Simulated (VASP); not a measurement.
Input of a VASP 6.6.1 run:

File INCAR:

```
PREC     = Accurate       # precision mode
ENCUT    = 600            # plane-wave cutoff, eV
EDIFF    = 1E-6           # SCF threshold, eV
ISMEAR   = -1             # smearing method
SIGMA    = 0.01           # smearing width, eV
LREAL    = False          # projectors in reciprocal space
LASPH    = True           # aspherical terms in the spheres
NELM     = 120            # most SCF steps
ALGO     = Normal         # electronic algorithm
ISIF     = 2              # what is computed and relaxed
LWAVE    = False          # write WAVECAR
LCHARG   = True           # write CHGCAR
GGA      = PE             # functional
LELF     = True           # ELF
LVHAR    = True         
NBANDS   = 16             # bands
ISYM     = 0            
GGA_COMPAT= False
```

File KPOINTS:

```
Automatic mesh
0
Gamma
  4 4 2
  0.25 0.25 0.25
```

The input POSCAR:

```
BN
1.0
    2.4883437615     -0.0000000007      0.0000000000
   -1.2441718801      2.1549689112      0.0000000000
    0.0000000000      0.0000000000      6.4954828750
B N
2 2
Direct
    0.3333333333      0.6666666667      0.2500000000
    0.6666666667      0.3333333333      0.7500000000
    0.3333333333      0.6666666667      0.7500000000
    0.6666666667      0.3333333333      0.2500000000
```

Potentials or basis: VASP PAW PBE potentials, release 64 (B, N).

Run with:

```console
$ cat potpaw_PBE.64/B/POTCAR potpaw_PBE.64/N/POTCAR > POTCAR
$ mpirun -np 1 vasp_std > vasp.out
```

(1) Estimate the pressure.

(2) What does it give for the band gap on the k mesh?

Results:

(1) 8.5 GPa.

(2) 4.41 eV, indirect (least direct gap 4.71 eV).

Caveat: the k points lie up to 0.73 Å⁻¹ apart; this functional lacks dispersion, which binds the layers, so the pressure and a relaxed spacing across them are unreliable.
